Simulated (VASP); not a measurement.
# Cu (Fm-3m) in VASP: a series of runs, part 2 of 2

VASP 6.6.1. Earlier steps stand in the parts before.

## (3) Single point, PBEsol

This run uses another cell than the first one: it holds 1 atom, not 2.

INCAR reads:

```
SYSTEM = Cu
ALGO = Fast ; EDIFF = 1E-6
ENCUT = 520 ; GGA = PS
ISIF = 2 ; ISMEAR = 0
ISYM = 0 ; LASPH = .True.
LCHARG = .True. ; LELF = .True.
LREAL = .False. ; LVHAR = .True.
LWAVE = .False. ; NBANDS = 12
NELM = 100 ; PREC = Accurate
SIGMA = 0.1
```

KPOINTS reads:

```
k-points
0
Gamma
  14 14 19
  0 0 0
```

POSCAR reads:

```
Cu
1.0
    2.5196845177      0.0000000000      0.0000000000
    0.0000000000      2.5196845177      0.0000000000
    1.2598422588      1.2598422588      1.7816860089
Cu
1
Direct
    0.0000000000      0.0000000000      0.0000000000
```

Potentials or basis: VASP PAW PBE potentials, release 64 (Cu).

Launch:

```sh
> cat potpaw_PBE.64/Cu/POTCAR > POTCAR
> mpirun -np 1 vasp_std > vasp.out
```

OUTCAR:

```text
SYSTEM = Cu
   EDIFF = 1E-6
   ENCUT = 520
   GGA = PS
   ISIF = 2
   ISMEAR = 0
   ISYM = 0
   LASPH = .True.
   LREAL = .False.
   NELM = 100
   PREC = Accurate

 ion  position               nearest neighbor table
   1  0.000  0.000  0.000-

IMPORTANT INFORMATION: All symmetrisations will be switched off!
NOSYMM: (Re-)initialisation of all symmetry stuff for point group C_1.

----------------------------------------------------------------------------------------

                                     Primitive cell

  volume of cell :      11.3116

  direct lattice vectors                    reciprocal lattice vectors
     2.519684518  0.000000000  0.000000000     0.396875082  0.000000000 -0.280633062
     0.000000000  2.519684518  0.000000000     0.000000000  0.396875082 -0.280633062
     1.259842259  1.259842259  1.781686009     0.000000000  0.000000000  0.561266124

  length of vectors
     2.519684518  2.519684518  2.519684518     0.486070721  0.486070721  0.561266124

  position of ions in fractional coordinates (direct lattice)
     0.000000000  0.000000000  0.000000000

  ion indices of the primitive-cell ions
[... 148 lines left out ...]
 cond. band min:       7.9617093098   @ k =  -0.0714   0.4286   0.4737
 fundamental gap:      0.0107102348
 Fermi energy:         7.9608545600

 k-point     1 :       0.0000    0.0000    0.0000
  band No.  band energies     occupation
      1      -1.7780      2.00000
      2       4.7819      2.00000
      3       4.7825      2.00000
      4       4.7848      2.00000
      5       5.6721      2.00000
      6       5.6732      2.00000
      7      30.8731      0.00000
      8      33.8238      0.00000
      9      33.8254      0.00000
     10      33.8257      0.00000
     11      36.3431      0.00000
     12      36.3446      0.00000
[... 331 lines left out ...]
 k-point    24 :       0.0714    0.1429    0.0000
  band No.  band energies     occupation
      1      -0.5967      2.00000
      2       4.5416      2.00000
      3       4.9556      2.00000
      4       4.9773      2.00000
      5       5.5219      2.00000
      6       5.7609      2.00000
      7      25.1256      0.00000
      8      28.2403      0.00000
      9      33.0009      0.00000
     10      34.4915      0.00000
     11      36.2526      0.00000
     12      37.3283      0.00000

 [... further k-points ...]
[... 5 lines left out ...]
  --------------------------------------------------------------------------------------
  -------------------------------------------------------------------------------------
  Total        0.0659132      0.0659147      0.0336268     -0.0098676     -0.0045312     -0.0045282
  in kB        9.3359731      9.3361841      4.7629121     -1.3976554     -0.6418043     -0.6413735
  external PRESSURE =       7.8116898 kB  Pullay stress =       0.0000000 kB

 VOLUME and BASIS-vectors are now :
 -----------------------------------------------------------------------------
  energy-cutoff  :      520.00
  volume of cell :       11.31
      direct lattice vectors                 reciprocal lattice vectors
     2.519684518  0.000000000  0.000000000     0.396875082  0.000000000 -0.280633062
     0.000000000  2.519684518  0.000000000     0.000000000  0.396875082 -0.280633062
     1.259842259  1.259842259  1.781686009     0.000000000  0.000000000  0.561266124

 POSITION                                       TOTAL-FORCE (eV/Angst)
 -----------------------------------------------------------------------------------
      0.00000      0.00000      0.00000         0.000007      0.000000      0.000006
 -----------------------------------------------------------------------------------
    total drift:                                0.000007      0.000000      0.000006

  FREE ENERGIE OF THE ION-ELECTRON SYSTEM (eV)
  ---------------------------------------------------
  free  energy   TOTEN  =        -4.3087012287 eV

  energy  without entropy=       -4.3071846087  energy(sigma->0) =       -4.30794292
```

stdout:

```text
POSCAR found type information on POSCAR Cu
 POSCAR found :  1 types and       1 ions
 scaLAPACK will be used
 -----------------------------------------------------------------------------
|                                                                             |
|                                                                             |
|     You enforced a specific xc type in the INCAR file but a different       |
[... 30 lines left out ...]
WARNING in EDDRMM: call to ZHEGV failed, returncode =   6  3      8
WARNING in EDDRMM: call to ZHEGV failed, returncode =   8  4     11
WARNING in EDDRMM: call to ZHEGV failed, returncode =   6  3     10
WARNING in EDDRMM: call to ZHEGV failed, returncode =   6  3     10
WARNING in EDDRMM: call to ZHEGV failed, returncode =   6  3      9
WARNING in EDDRMM: call to ZHEGV failed, returncode =   6  3      8
WARNING in EDDRMM: call to ZHEGV failed, returncode =   6  3      9
```

Wall time 4.1 min (1 thread of AMD EPYC 7R13 (Zen 3), shared host); peak memory 0.31 GiB.

What came out:

| Item | Value |
| --- | --- |
| Free energy | -4.3087 eV |
| Pressure | 0.8 GPa |

Caveat: the PAW data sets were made with another functional, which shifts forces and pressure a little.

## (4) Single point, PBEsol

This run uses another cell than the first one: it holds 1 atom, not 2.

INCAR reads:

```
SYSTEM = Cu
PREC     = Accurate       ! precision mode
ENCUT    = 520            ! plane-wave cutoff, eV
EDIFF    = 1E-6           ! SCF threshold, eV
ISMEAR   = 0              ! smearing method
SIGMA    = 0.1            ! smearing width, eV
LREAL    = .False.        ! projectors in reciprocal space
LASPH    = .True.         ! aspherical terms in the spheres
NELM     = 100            ! most SCF steps
ALGO     = Fast           ! electronic algorithm
ISIF     = 2              ! what is computed and relaxed
LWAVE    = .False.        ! write WAVECAR
LCHARG   = .False.        ! write CHGCAR
GGA      = PS             ! functional
ISYM     = 0            
NBANDS   = 12             ! bands
```

KPOINTS reads:

```
Automatic mesh
0
Gamma
  15 15 17
  0 0 0
```

POSCAR reads:

```
Cu
1.0
    2.5196845177      0.0000000000      0.0000000000
   -1.2598422588      2.1821108018      0.0000000000
    1.2598422588      0.7273702673      2.0573137937
Cu
1
Direct
    0.0000000000      0.0000000000      0.0000000000
```

Potentials or basis: VASP PAW PBE potentials, release 64 (Cu).

Launch:

```sh
> cat potpaw_PBE.64/Cu/POTCAR > POTCAR
> mpirun -np 1 vasp_std > vasp.out
```

OUTCAR:

```text
SYSTEM = Cu
   PREC = Accurate
   ENCUT = 520
   EDIFF = 1E-6
   ISMEAR = 0
   LREAL = .False.
   LASPH = .True.
   NELM = 100
   ISIF = 2
   GGA = PS
   ISYM = 0

 ion  position               nearest neighbor table
   1  0.000  0.000  0.000-

IMPORTANT INFORMATION: All symmetrisations will be switched off!
NOSYMM: (Re-)initialisation of all symmetry stuff for point group C_1.

----------------------------------------------------------------------------------------

[... 531 lines left out ...]

  FORCE on cell =-STRESS in cart. coord.  units (eV):
  Direction    XX          YY          ZZ          XY          YZ          ZX
  --------------------------------------------------------------------------------------
  -------------------------------------------------------------------------------------
  Total        0.0247702      0.0369802      0.1005180     -0.0105896     -0.0155855     -0.0269977
  in kB        3.5084633      5.2378895     14.2374141     -1.4999102     -2.2075316     -3.8239628
  external PRESSURE =       7.6612556 kB  Pullay stress =       0.0000000 kB

 VOLUME and BASIS-vectors are now :
 -----------------------------------------------------------------------------
  energy-cutoff  :      520.00
  volume of cell :       11.31
      direct lattice vectors                 reciprocal lattice vectors
     2.519684518  0.000000000  0.000000000     0.396875082  0.229135936 -0.324047148
    -1.259842259  2.182110802  0.000000000     0.000000000  0.458271871 -0.162023574
     1.259842259  0.727370267  2.057313794     0.000000000  0.000000000  0.486070721

 POSITION                                       TOTAL-FORCE (eV/Angst)
 -----------------------------------------------------------------------------------
      0.00000      0.00000      0.00000        -0.000000     -0.000001      0.000002
 -----------------------------------------------------------------------------------
    total drift:                               -0.000000     -0.000001      0.000002

  FREE ENERGIE OF THE ION-ELECTRON SYSTEM (eV)
  ---------------------------------------------------
  free  energy   TOTEN  =        -4.3089940122 eV

  energy  without entropy=       -4.3074951359  energy(sigma->0) =       -4.30824457
```

OSZICAR:

```text
N       E                     dE             d eps       ncg     rms          rms(c)
DAV:   1     0.411635281907E+02    0.41164E+02   -0.54060E+03 51548   0.155E+03
DAV:   2    -0.410962537622E+01   -0.45273E+02   -0.41713E+02 47440   0.204E+02
DAV:   3    -0.540247481670E+01   -0.12928E+01   -0.12827E+01 53044   0.395E+01
DAV:   4    -0.541011342254E+01   -0.76386E-02   -0.76375E-02 51712   0.269E+00
DAV:   5    -0.541018176241E+01   -0.68340E-04   -0.68339E-04 54152   0.258E-01    0.845E+00
RMM:   6    -0.470336333319E+01    0.70682E+00   -0.36220E+00 57478   0.353E+01    0.462E+00
RMM:   7    -0.432532570033E+01    0.37804E+00   -0.51473E-01 57067   0.128E+01    0.104E+00
RMM:   8    -0.431035956088E+01    0.14966E-01   -0.15143E-02 58847   0.134E+00    0.259E-01
RMM:   9    -0.430895519115E+01    0.14044E-02   -0.27322E-03 60415   0.951E-01    0.214E-02
RMM:  10    -0.430898719228E+01   -0.32001E-04   -0.43720E-04 60160   0.302E-01    0.195E-02
RMM:  11    -0.430899306464E+01   -0.58724E-05   -0.80554E-05 62749   0.988E-02    0.836E-03
RMM:  12    -0.430899380293E+01   -0.73829E-06   -0.10106E-05 57302   0.363E-02    0.500E-04
RMM:  13    -0.430899401218E+01   -0.20925E-06   -0.14609E-06 41921   0.127E-02
   1 F= -.43089940E+01 E0= -.43082446E+01  d E =-.149888E-02
```

stdout:

```text
POSCAR found type information on POSCAR Cu
 POSCAR found :  1 types and       1 ions
 scaLAPACK will be used
 -----------------------------------------------------------------------------
|                                                                             |
|                                                                             |
|     You enforced a specific xc type in the INCAR file but a different       |
|     I HOPE YOU KNOW WHAT YOU ARE DOING!                                     |
[... 26 lines left out ...]
 FFT: planning ... GRID
 WAVECAR not read
 entering main loop
WARNING in EDDRMM: call to ZHEGV failed, returncode =   6  3      9
WARNING in EDDRMM: call to ZHEGV failed, returncode =   6  3     11
WARNING in EDDRMM: call to ZHEGV failed, returncode =   6  3     10
WARNING in EDDRMM: call to ZHEGV failed, returncode =   6  3      8
WARNING in EDDRMM: call to ZHEGV failed, returncode =   6  3      9
```

Run time: 9.6 min. Hardware: 1 thread of AMD EPYC 7R13, shared host; peak memory 0.32 GiB.

The run converged, but its numbers aren't listed here, since they failed a check.

Caveat: the PAW data sets were made with another functional, which shifts forces and pressure a little.

## (5) Single point, PBEsol

This run uses another cell than the first one: it holds 1 atom, not 2.

INCAR reads:

```
SYSTEM = Cu
ALGO = Normal ; EDIFF = 1E-6
ENCUT = 600 ; GGA = PS
GGA_COMPAT = .FALSE. ; ISIF = 2
ISMEAR = 0 ; LASPH = .TRUE.
LCHARG = .FALSE. ; LREAL = .FALSE.
LWAVE = .FALSE. ; NBANDS = 12
NELM = 120 ; PREC = Accurate
SIGMA = 0.1
```

KPOINTS reads:

```
k-points
0
G
  8 8 8
  0 0 0
```

POSCAR reads:

```
Cu
1.0
    0.0000000000     -1.8075000000     -1.8075000000
    1.8075000000      0.0000000000     -1.8075000000
    1.8075000000     -1.8075000000      0.0000000000
Cu
1
Direct
    0.0000000000      0.0000000000      0.0000000000
```

Potentials or basis: VASP PAW PBE potentials, release 64 (Cu).

Launch:

```sh
> cat potpaw_PBE.64/Cu/POTCAR > POTCAR
> mpirun -np 1 vasp_std > vasp.out
```

OUTCAR:

```text
SYSTEM = Cu
   EDIFF = 1E-6
   ENCUT = 600
   GGA = PS
   ISIF = 2
   ISMEAR = 0
   LASPH = .TRUE.
   LREAL = .FALSE.
   NELM = 120
   PREC = Accurate

 ion  position               nearest neighbor table
   1  0.000  0.000  0.000-

  LATTYP: Found a face centered cubic cell.
 ALAT       =     3.6150000000

  Lattice vectors:

 A1 = (   0.0000000000,  -1.8075000000,  -1.8075000000)
 A2 = (   1.8075000000,   0.0000000000,  -1.8075000000)
 A3 = (   1.8075000000,  -1.8075000000,   0.0000000000)

Analysis of symmetry for initial positions (statically):
=====================================================================
 Subroutine PRICEL returns:
 Original cell was already a primitive cell.

 Routine SETGRP: Setting up the symmetry group for a
 face centered cubic supercell.

 Subroutine GETGRP returns: Found 48 space group operations
[... 9 lines left out ...]

 Routine SETGRP: Setting up the symmetry group for a
 face centered cubic supercell.

 Subroutine GETGRP returns: Found 48 space group operations
[... 11 lines left out ...]
                                     Primitive cell

  volume of cell :      11.8104

  direct lattice vectors                    reciprocal lattice vectors
     0.000000000 -1.807500000 -1.807500000    -0.276625173 -0.276625173 -0.276625173
     1.807500000  0.000000000 -1.807500000     0.276625173  0.276625173 -0.276625173
     1.807500000 -1.807500000  0.000000000     0.276625173 -0.276625173  0.276625173

  length of vectors
     2.556191014  2.556191014  2.556191014     0.479128854  0.479128854  0.479128854

  position of ions in fractional coordinates (direct lattice)
     0.000000000  0.000000000  0.000000000

  ion indices of the primitive-cell ions
   primitive index   ion index
                 1           1

----------------------------------------------------------------------------------------
[... 87 lines left out ...]
   IALGO  =     38    algorithm
   IMIX   =      4    mixing-type and parameters
     AMIX     =   0.40;   BMIX     =  1.00
     AMIX_MAG =   1.60;   BMIX_MAG =  1.00
  volume/ion in A,a.u.               =      11.81        79.70
  Fermi-wavevector in a.u.,A,eV,Ry     =   1.598763  3.021224 34.777078  2.556043
  Thomas-Fermi vector in A             =   2.696162
   LORBIT       =      0    0 simple, 1 ext, 2 COOP (PROOUT), +10 PAW based schemes
   GGA     = PS    functional components
   LHFCALC =     F    Hartree Fock is set to
   AEXX    =    0.0000 exact exchange contribution
   IVDW    =     0    specifies the selected vdW correction
   LEPSILON=     F    determine dielectric tensor
   LRPA    =     F    only Hartree local field effects (RPA)
 non-spin polarized calculation
 Gauss-broadening in eV      SIGMA  =   0.10
  energy-cutoff  :      600.00
  volume of cell :       11.81
 maximum number of plane-waves:       411
   NGX = 11   NGY = 11   NGZ = 11

 number of electron      11.0000001 magnetization

 Free energy of the ion-electron system (eV)
  ---------------------------------------------------
  ext. energy  EPLUGINS =         0.00000000
  ---------------------------------------------------
  free energy    TOTEN  =        -4.27001582 eV

  energy without entropy =       -4.26687670  energy(sigma->0) =       -4.26844626

 E-fermi :   7.3252     XC(G=0): -12.9067

 val. band max:        7.2512076822   @ k =   0.5000   0.2500   0.1250
 cond. band min:       7.5143241691   @ k =   0.5000   0.1250   0.0000
 fundamental gap:      0.2631164870
 Fermi energy:         7.3252361043

 k-point     1 :       0.0000    0.0000    0.0000
  band No.  band energies     occupation
      1      -1.9877      2.00000
      2       4.3858      2.00000
      3       4.3858      2.00000
      4       4.3858      2.00000
      5       5.2186      2.00000
      6       5.2186      2.00000
      7      29.9826      0.00000
      8      32.5979      0.00000
      9      32.5979      0.00000
     10      32.5979      0.00000
     11      35.0774      0.00000
     12      35.0774      0.00000
[... 331 lines left out ...]
 k-point    24 :      -0.3750    0.2500    0.1250
  band No.  band energies     occupation
      1       3.0861      2.00000
      2       3.7912      2.00000
      3       4.3128      2.00000
      4       4.8369      2.00000
      5       5.7300      2.00000
      6       9.4885      0.00000
      7      11.6376      0.00000
      8      21.5508      0.00000
      9      21.9362      0.00000
     10      30.9480      0.00000
     11      34.6560      0.00000
     12      42.1121      0.00000

 [... further k-points ...]
[... 5 lines left out ...]
  --------------------------------------------------------------------------------------
  -------------------------------------------------------------------------------------
  Total       -0.3591980     -0.3591980     -0.3591980      0.0000000     -0.0000000      0.0000000
  in kB      -48.7281096    -48.7281096    -48.7281096      0.0000000     -0.0000000      0.0000000
  external PRESSURE =     -48.7281096 kB  Pullay stress =       0.0000000 kB

 VOLUME and BASIS-vectors are now :
 -----------------------------------------------------------------------------
  energy-cutoff  :      600.00
  volume of cell :       11.81
      direct lattice vectors                 reciprocal lattice vectors
     0.000000000 -1.807500000 -1.807500000    -0.276625173 -0.276625173 -0.276625173
     1.807500000  0.000000000 -1.807500000     0.276625173  0.276625173 -0.276625173
     1.807500000 -1.807500000  0.000000000     0.276625173 -0.276625173  0.276625173

 POSITION                                       TOTAL-FORCE (eV/Angst)
 -----------------------------------------------------------------------------------
      0.00000      0.00000      0.00000         0.000000      0.000000     -0.000000
 -----------------------------------------------------------------------------------
    total drift:                               -0.000000      0.000000      0.000000

  FREE ENERGIE OF THE ION-ELECTRON SYSTEM (eV)
  ---------------------------------------------------
  free  energy   TOTEN  =        -4.2700158193 eV

  energy  without entropy=       -4.2668767035  energy(sigma->0) =       -4.26844626
```

OSZICAR:

```text
N       E                     dE             d eps       ncg     rms          rms(c)
DAV:   1     0.438484004546E+02    0.43848E+02   -0.58844E+03   764   0.164E+03
DAV:   2    -0.397445316999E+01   -0.47823E+02   -0.44004E+02   708   0.210E+02
DAV:   3    -0.534731104258E+01   -0.13729E+01   -0.13667E+01   828   0.419E+01
DAV:   4    -0.535502717937E+01   -0.77161E-02   -0.77152E-02   800   0.278E+00
DAV:   5    -0.535509866621E+01   -0.71487E-04   -0.71487E-04   836   0.273E-01    0.847E+00
DAV:   6    -0.476875162076E+01    0.58635E+00   -0.17944E+01   824   0.814E+01    0.455E+00
DAV:   7    -0.428289262475E+01    0.48586E+00   -0.28962E+00   840   0.325E+01    0.496E-01
DAV:   8    -0.427287419594E+01    0.10018E-01   -0.10141E-02   872   0.205E+00    0.404E-01
DAV:   9    -0.427001343449E+01    0.28608E-02   -0.16927E-02   840   0.222E+00    0.302E-02
DAV:  10    -0.427001441942E+01   -0.98494E-06   -0.64320E-05  1024   0.140E-01    0.612E-03
DAV:  11    -0.427001583976E+01   -0.14203E-05   -0.53673E-07   596   0.130E-02    0.475E-04
DAV:  12    -0.427001581929E+01    0.20471E-07   -0.84357E-08   448   0.319E-03
   1 F= -.42700158E+01 E0= -.42684463E+01  d E =-.313912E-02
```

stdout:

```text
POSCAR found type information on POSCAR Cu
 POSCAR found :  1 types and       1 ions
 scaLAPACK will be used
 -----------------------------------------------------------------------------
|                                                                             |
|                                                                             |
|     You enforced a specific xc type in the INCAR file but a different       |
|     I HOPE YOU KNOW WHAT YOU ARE DOING!                                     |
|                                                                             |
 -----------------------------------------------------------------------------

 LDA part: xc-table for (Slater+PW92), standard interpolation
 POSCAR, INCAR and KPOINTS ok, starting setup
 FFT: planning ... GRIDC
 FFT: planning ... GRID_SOFT
 FFT: planning ... GRID
 WAVECAR not read
 entering main loop
```

It took 5.4 s on 1 thread of AMD EPYC 7R13 (Zen 3), shared host; peak memory 0.09 GiB.

Results:

| Quantity | Value |
| --- | --- |
| Free energy | -4.2700 eV |
| Pressure | -4.9 GPa |

Caveat: the k points lie up to 0.38 Å⁻¹ apart; the PAW data sets were made with another functional, which shifts forces and pressure a little.

## (6) Overview

| cell | k mesh | cutoff (eV) | smearing | gap on the mesh (eV) | pressure (GPa) |
| --- | --- | --- | --- | --- | --- |
| a = 2.520, b = 2.520, c = 3.563 Å, 2 atoms | 14 × 14 × 10 | 520 | gaussian 0.15 eV | none | 0.7 |
| a = 2.520 Å, angles 60.0, 60.0, 90.0°, 1 atom | 14 × 14 × 19 | 520 | gaussian 0.1 eV | none | 0.8 |
| a = 2.556 Å, angles 60.0°, 1 atom | 8 × 8 × 8 | 600 | gaussian 0.1 eV | none | -4.9 |

Alike in all rows: task single point; level PBEsol; potentials or basis VASP PAW PBE potentials, release 64 (Cu); no spin polarisation.

Caveats: some runs use coarse meshes; the PAW data sets were made with another functional, which shifts forces and pressure a little.

Total energies depend on the potentials used, so only differences within one code and one set of settings carry meaning.
